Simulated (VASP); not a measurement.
A run of VASP 6.6.1 is set up as follows.

INCAR

```
SYSTEM = RuPtC6N6
PREC = Accurate
ENCUT = 520
EDIFF = 1E-7
ISMEAR = 0
SIGMA = 0.1
LREAL = .FALSE.
LASPH = .TRUE.
NELM = 150
ALGO = Normal
ISIF = 2
LWAVE = .FALSE.
LCHARG = .TRUE.
ISPIN = 2
MAGMOM = 1 0 0 0 0 0 0 0 0 0 0 0 0 0
LORBIT = 11
LMAXMIX = 4
GGA = PE
LELF = .TRUE.
LVHAR = .TRUE.
NBANDS = 56
```

The input KPOINTS:

```
Automatic mesh
0
G
  4 4 4
  0 0 0
```

POSCAR

```
RuPtC6N6
1.0
    0.0000000000      5.1526946539      5.1526946539
    5.1526946539      0.0000000000      5.1526946539
    5.1526946539      5.1526946539      0.0000000000
Ru Pt C N
1 1 6 6
Direct
    0.0000000000      0.0000000000      0.0000000000
    0.5000000000      0.5000000000      0.5000000000
    0.8049462581      0.1950537419      0.1950537419
    0.1950537419      0.8049462581      0.1950537419
    0.1950537419      0.1950537419      0.8049462581
    0.1950537419      0.8049462581      0.8049462581
    0.8049462581      0.1950537419      0.8049462581
    0.8049462581      0.8049462581      0.1950537419
    0.6916304439      0.3083695561      0.3083695561
    0.3083695561      0.6916304439      0.3083695561
    0.3083695561      0.3083695561      0.6916304439
    0.3083695561      0.6916304439      0.6916304439
    0.6916304439      0.3083695561      0.6916304439
    0.6916304439      0.6916304439      0.3083695561
```

Potentials or basis: VASP PAW PBE potentials, release 64 (Ru_pv, Pt, C, N).

Run with:

```bash
$ cat potpaw_PBE.64/Ru_pv/POTCAR potpaw_PBE.64/Pt/POTCAR potpaw_PBE.64/C/POTCAR potpaw_PBE.64/N/POTCAR > POTCAR
$ mpirun -np 1 vasp_std > vasp.out
```

What does it give for the net moment?

0.00 μB per cell.

Predict the largest force.

0.374 eV/Å.

What does it give for the pressure?

0.5 GPa.

Forces in eV/Å, atoms in the order of the input:
```
Ru   0.000  0.000  0.000
Pt   0.000  0.000  0.000
C   -0.374  0.000  0.000
C    0.000 -0.374  0.000
C    0.000  0.000 -0.374
C    0.374  0.000  0.000
C    0.000  0.374  0.000
C    0.000  0.000  0.374
N    0.373  0.000  0.000
N    0.000  0.373  0.000
N    0.000  0.000  0.373
N   -0.373  0.000  0.000
N    0.000 -0.373  0.000
N    0.000  0.000 -0.373
```
